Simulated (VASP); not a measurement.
# Hf8CO in VASP: single point with PBE+D3(BJ)

Aim: the single point of Hf8CO with PBE+D3(BJ).

All numbers are computed with VASP 6.6.1; they aren't measurements. Logs are shortened: lines on timing, memory, paths and dates and some standing lists are left out, and cuts for length are marked.

**1. The cell of the first run**

The cell holds a slab with vacuum, 10 atoms: a = 6.342 Å, b = 5.017 Å, c = 22.217 Å, α = 90.00°, β = 90.00°, γ = 90.00°.

**2. Single point, PBE+D3(BJ)**

INCAR

```
SYSTEM = Hf8CO
ALGO = Normal
DIPOL = 0.5 0.5 0.306
EDIFF = 1E-6
ENCUT = 520
GGA = PE
IDIPOL = 3
ISIF = 2
ISMEAR = 0
IVDW = 12
LASPH = .True.
LCHARG = .False.
LDIPOL = .True.
LREAL = .False.
LWAVE = .False.
NBANDS = 56
NELM = 60
PREC = Accurate
SIGMA = 0.1
```

KPOINTS

```
k-points
0
Gamma
  4 6 1
  0 0 0
```

POSCAR

```
Hf8CO
1.0
    6.3423521406      0.0000000000      0.0000000000
    0.0000000000      5.0167614026      0.0000000000
    0.0000000000      0.0000000000     22.2165201410
Hf O C
8 1 1
Direct
    0.0000000000      0.7500000000      0.1800461987
    0.5000000000      0.7500000000      0.1800461987
    0.2500000000      0.2500000000      0.2212515573
    0.7500000000      0.2500000000      0.2212515573
    0.2500000000      0.7500000000      0.2958148764
    0.7500000000      0.7500000000      0.2958148764
    0.0000000000      0.2500000000      0.3360796422
    0.5000000000      0.2500000000      0.3360796422
    0.1250000000      0.5000000000      0.4711142913
    0.1250000000      0.5000000000      0.5228775734
```

Potentials or basis: VASP PAW PBE potentials, release 64 (Hf_pv, O, C).

Command:

```sh
> cat potpaw_PBE.64/Hf_pv/POTCAR potpaw_PBE.64/O/POTCAR potpaw_PBE.64/C/POTCAR > POTCAR
> mpirun -np 1 vasp_std > vasp.out
```

OUTCAR:

```text
SYSTEM = Hf8CO
   EDIFF = 1E-6
   ENCUT = 520
   GGA = PE
   ISIF = 2
   ISMEAR = 0
   IVDW = 12
   LASPH = .True.
   LREAL = .False.
   NELM = 60
   PREC = Accurate
 IVDW          = 12

 ion  position               nearest neighbor table
   1  0.000  0.750  0.180-   5 3.02   6 3.02   3 3.11   4 3.11   3 3.11   4 3.11   2 3.17   2 3.17

   2  0.500  0.750  0.180-   5 3.02   6 3.02   3 3.11   4 3.11   3 3.11   4 3.11   1 3.17   1 3.17

   3  0.250  0.250  0.221-   7 3.00   8 3.00   5 3.01   5 3.01   1 3.11   1 3.11   2 3.11   2 3.11
                             4 3.17   4 3.17
   4  0.750  0.250  0.221-   7 3.00   8 3.00   6 3.01   6 3.01   1 3.11   1 3.11   2 3.11   2 3.11
                             3 3.17   3 3.17
   5  0.250  0.750  0.296-   3 3.01   3 3.01   1 3.02   2 3.02   8 3.10   7 3.10   7 3.10   8 3.10
                             6 3.17   6 3.17
   6  0.750  0.750  0.296-   4 3.01   4 3.01   1 3.02   2 3.02   8 3.10   7 3.10   7 3.10   8 3.10
                             5 3.17   5 3.17
   7  0.000  0.250  0.336-   3 3.00   4 3.00   5 3.10   6 3.10   5 3.10   6 3.10   8 3.17   8 3.17

   8  0.500  0.250  0.336-   3 3.00   4 3.00   5 3.10   6 3.10   5 3.10   6 3.10   7 3.17   7 3.17

   9  0.125  0.500  0.471-  10 1.15
  10  0.125  0.500  0.523-   9 1.15

  LATTYP: Found a simple orthorhombic cell.
 ALAT       =     5.0167614026
 B/A-ratio  =     1.2642323666
 C/A-ratio  =     4.4284585927

  Lattice vectors:

 A1 = (   0.0000000000,  -5.0167614026,   0.0000000000)
 A2 = (   6.3423521406,   0.0000000000,   0.0000000000)
 A3 = (   0.0000000000,   0.0000000000,  22.2165201410)

Analysis of symmetry for initial positions (statically):
=====================================================================
 Subroutine PRICEL returns:
 Original cell was already a primitive cell.

 Routine SETGRP: Setting up the symmetry group for a
 simple orthorhombic supercell.

 Subroutine GETGRP returns: Found  1 space group operations
 (whereof  1 operations were pure point group operations)
 out of a pool of  8 trial point group operations.

The static configuration has the point symmetry C_1 .

Analysis of symmetry for dynamics (positions and initial velocities):
=====================================================================
 Subroutine PRICEL returns:
 Original cell was already a primitive cell.

 Routine SETGRP: Setting up the symmetry group for a
 simple orthorhombic supercell.

 Subroutine GETGRP returns: Found  1 space group operations
 (whereof  1 operations were pure point group operations)
 out of a pool of  8 trial point group operations.

The dynamic configuration has the point symmetry C_1 .

 Subroutine INISYM returns: Found  1 space group operations
 (whereof  1 operations are pure point group operations),
 and found     1 'primitive' translations

----------------------------------------------------------------------------------------

                                     Primitive cell

  volume of cell :     706.8867

  direct lattice vectors                    reciprocal lattice vectors
     6.342352141  0.000000000  0.000000000     0.157670211  0.000000000  0.000000000
     0.000000000  5.016761403  0.000000000     0.000000000  0.199331784  0.000000000
     0.000000000  0.000000000 22.216520141     0.000000000  0.000000000  0.045011550

  length of vectors
     6.342352141  5.016761403 22.216520141     0.157670211  0.199331784  0.045011550

  position of ions in fractional coordinates (direct lattice)
     0.000000000  0.750000000  0.180046199
     0.500000000  0.750000000  0.180046199
     0.250000000  0.250000000  0.221251557
     0.750000000  0.250000000  0.221251557
     0.250000000  0.750000000  0.295814876
     0.750000000  0.750000000  0.295814876
     0.000000000  0.250000000  0.336079642
     0.500000000  0.250000000  0.336079642
     0.125000000  0.500000000  0.471114291
     0.125000000  0.500000000  0.522877573

  ion indices of the primitive-cell ions
   primitive index   ion index
                 1           1
                 2           2
                 3           3
                 4           4
                 5           5
                 6           6
                 7           7
                 8           8
                 9           9
                10          10

----------------------------------------------------------------------------------------

 KPOINTS: k-points

Automatic generation of k-mesh.
 Grid dimensions read from file:
 generate k-points for:    4    6    1

 Generating k-lattice:

  Cartesian coordinates                     Fractional coordinates (reciprocal lattice)
     0.039417553  0.000000000  0.000000000     0.250000000  0.000000000  0.000000000
     0.000000000  0.033221964  0.000000000     0.000000000  0.166666667  0.000000000
     0.000000000  0.000000000  0.045011550     0.000000000  0.000000000  1.000000000

  Length of vectors
     0.039417553  0.033221964  0.045011550

  Shift w.r.t. Gamma in fractional coordinates (k-lattice)
     0.000000000  0.000000000  0.000000000

 Subroutine IBZKPT returns following result:
 ===========================================

 Found     14 irreducible k-points:

 Following reciprocal coordinates:
            Coordinates               Weight
  0.000000  0.000000  0.000000      1.000000
  0.250000  0.000000  0.000000      2.000000
  0.500000  0.000000  0.000000      1.000000
  0.000000  0.166667  0.000000      2.000000
  0.250000  0.166667  0.000000      2.000000
 -0.250000  0.166667  0.000000      2.000000
  0.500000  0.166667  0.000000      2.000000
  0.000000  0.333333  0.000000      2.000000
  0.250000  0.333333  0.000000      2.000000
 -0.250000  0.333333  0.000000      2.000000
  0.500000  0.333333  0.000000      2.000000
  0.000000  0.500000  0.000000      1.000000
  0.250000  0.500000  0.000000      2.000000
  0.500000  0.500000  0.000000      1.000000
   k-points           NKPTS =     14   k-points in BZ     NKDIM =     14   number of bands    NBANDS=     56
   number of dos      NEDOS =    301   number of ions     NIONS =     10
   total plane-waves  NPLWV = 322560
   dimension x,y,z NGX =    48 NGY =   40 NGZ =  168
   dimension x,y,z NGXF=    96 NGYF=   80 NGZF=  336
   ions per type =               8   1   1
   NGX,Y,Z   is equivalent  to a cutoff of  12.58, 13.26, 12.57 a.u.
   NGXF,Y,Z  is equivalent  to a cutoff of  25.16, 26.51, 25.14 a.u.
 SYSTEM =  Hf8CO
   PREC   = accura    normal or accurate (medium, high low for compatibility)
   ISTART =      0    job   : 0-new  1-cont  2-samecut
   ICHARG =      2    charge: 1-file 2-atom 10-const
   ISPIN  =      1    spin polarized calculation?
   LNONCOLLINEAR =      F non collinear calculations
   LSORBIT =      F    spin-orbit coupling
   LASPH  =      T    aspherical Exc in radial PAW
   ENCUT  =  520.0 eV  38.22 Ry    6.18 a.u.  11.79  9.33 41.31*2*pi/ulx,y,z
   NELM   =     60;   NELMIN=  2; NELMDL= -5     # of ELM steps
   EDIFF  = 0.1E-05   stopping-criterion for ELM
   LREAL  =      F    real-space projection
   EDIFFG = 0.1E-04   stopping-criterion for IOM
   NSW    =      0    number of steps for IOM
   IBRION =     -1    ionic relax: 0-MD 1-quasi-New 2-CG
   NFREE  =      0    steps in history (QN), initial steepest desc. (CG)
   ISIF   =      2    stress and relaxation
   ISYM   =      2    0-nonsym 1-usesym 2-fastsym
   POTIM  = 0.5000    time-step for ionic-motion
   TEBEG  =    0.0;   TEEND  =   0.0 temperature during run
   PSTRESS=    0.0 pullay stress
   NELECT =      90.0000    total number of electrons
   NUPDOWN=      -1.0000    fix difference up-down
   EMIN   =  10.00;   EMAX   =-10.00  energy-range for DOS
   EFERMI =   0.00;   METHOD = LEGACY
   ISMEAR =     0;   SIGMA  =   0.10  broadening in eV -4-tet -1-fermi 0-gaus
   EFERMI_NEDOS =   21; number of points for ismear=-14 and -15
   IALGO  =     38    algorithm
   IMIX   =      4    mixing-type and parameters
     AMIX     =   0.40;   BMIX     =  1.00
     AMIX_MAG =   1.60;   BMIX_MAG =  1.00
  volume/ion in A,a.u.               =      70.69       477.03
  Fermi-wavevector in a.u.,A,eV,Ry     =   0.823580  1.556340  9.228611  0.678284
  Thomas-Fermi vector in A             =   1.935115
   LORBIT       =      0    0 simple, 1 ext, 2 COOP (PROOUT), +10 PAW based schemes
   GGA     = PE    functional components
   LHFCALC =     F    Hartree Fock is set to
   AEXX    =    0.0000 exact exchange contribution
   IVDW    =    12    specifies the selected vdW correction
   LEPSILON=     F    determine dielectric tensor
   LRPA    =     F    only Hartree local field effects (RPA)
 non-spin polarized calculation
 Gauss-broadening in eV      SIGMA  =   0.10
  energy-cutoff  :      520.00
  volume of cell :      706.89
 maximum number of plane-waves:     19136
   NGX = 23   NGY = 19   NGZ = 83

 dipolmoment           0.000000      0.000000      0.075088 electrons x Angstroem

 number of electron      89.9999984 magnetization

 dipolmoment           0.000000      0.000000     -0.014385 electrons x Angstroem

 Free energy of the ion-electron system (eV)
  ---------------------------------------------------
  ext. energy  EPLUGINS =         0.00000000
  ---------------------------------------------------
  free energy    TOTEN  =       -86.65701444 eV

  energy without entropy =      -86.59432277  energy(sigma->0) =      -86.62566860

 E-fermi :  -1.2523     XC(G=0):  -4.1890

 val. band max:       -1.2707251845   @ k =  -0.2500   0.3333   0.0000
 cond. band min:      -1.2140528367   @ k =   0.5000   0.5000   0.0000
 fundamental gap:      0.0566723478
 Fermi energy:        -1.2523406660

 k-point     1 :       0.0000    0.0000    0.0000
  band No.  band energies     occupation
      1     -32.5245      2.00000
      2     -32.5108      2.00000
      3     -32.4912      2.00000
      4     -32.4736      2.00000
      5     -32.4328      2.00000
      6     -32.4037      2.00000
[... 815 lines left out ...]
     55      -0.3980      0.00000
     56      -0.3779      0.00000

------------------------ aborting loop because EDIFF is reached ----------------------------------------

 vacuum level on the upper side and lower side of the slab       (xc-potential included)        -0.059        -0.050

 Edisp (eV)   -2.11293

 E8    (eV) :    -1.1616

  FORCE on cell =-STRESS in cart. coord.  units (eV):
  Direction    XX          YY          ZZ          XY          YZ          ZX
  --------------------------------------------------------------------------------------
  -------------------------------------------------------------------------------------
  Total      -8.04464    -0.99761    -0.93556    -0.02423    -0.19905    -0.03887
  in kB     -18.23338    -2.26112    -2.12047    -0.05491    -0.45115    -0.08810
  external pressure =       -7.54 kB  Pullay stress =        0.00 kB

 VOLUME and BASIS-vectors are now :
 -----------------------------------------------------------------------------
  energy-cutoff  :      520.00
  volume of cell :      706.89
      direct lattice vectors                 reciprocal lattice vectors
     6.342352141  0.000000000  0.000000000     0.157670211  0.000000000  0.000000000
     0.000000000  5.016761403  0.000000000     0.000000000  0.199331784  0.000000000
     0.000000000  0.000000000 22.216520141     0.000000000  0.000000000  0.045011550

 POSITION                                       TOTAL-FORCE (eV/Angst)
 -----------------------------------------------------------------------------------
      0.00000      3.76257      4.00000         0.001441      0.003306      0.133472
      3.17118      3.76257      4.00000        -0.006337      0.016879      0.153686
      1.58559      1.25419      4.91544         0.011699      0.001021     -0.092349
      4.75676      1.25419      4.91544        -0.015921     -0.005261     -0.097602
      1.58559      3.76257      6.57198        -0.013295      0.036414     -0.085456
      4.75676      3.76257      6.57198         0.008647      0.012703      0.002695
      0.00000      1.25419      7.46652        -0.062127      0.011211      0.006689
      3.17118      1.25419      7.46652         0.103567     -0.032116     -0.089759
      0.79279      2.50838     10.46652        -0.038525     -0.075875      0.596262
      0.79279      2.50838     11.61652         0.010850      0.031718     -0.527638
 -----------------------------------------------------------------------------------
    total drift:                               -0.000092      0.000057      0.000676

  FREE ENERGIE OF THE ION-ELECTRON SYSTEM (eV)
  ---------------------------------------------------
  free  energy   TOTEN  =       -88.7699410903 eV

  energy  without entropy=      -88.7072494185  energy(sigma->0) =      -88.73859525

 vacuum level on the upper side and lower side of the slab         2.560         2.642
```

Wall time 15 min (1 thread of Intel Xeon Platinum 8488C (Sapphire Rapids), shared host); peak memory 0.92 GiB.

Results:

| Property | Result |
| --- | --- |
| Free energy | -88.7699 eV |
| Largest force | 0.602 eV/Å |
| Band gap on the k mesh | zero (bands 45 and 46 overlap by 0.45 eV) |
| Dispersion energy per atom | -0.211 eV |

Forces on the atoms (eV/Å):
```
Hf   0.001  0.003  0.133
Hf  -0.006  0.017  0.154
Hf   0.012  0.001 -0.092
Hf  -0.016 -0.005 -0.098
Hf  -0.013  0.036 -0.085
Hf   0.009  0.013  0.003
Hf  -0.062  0.011  0.007
Hf   0.104 -0.032 -0.090
O   -0.039 -0.076  0.596
C    0.011  0.032 -0.528
```

Caveat: spin-orbit coupling is left out, which moves the levels of the heavy elements.

The gap in the log of VASP goes by the Fermi energy; the results here count the filled bands.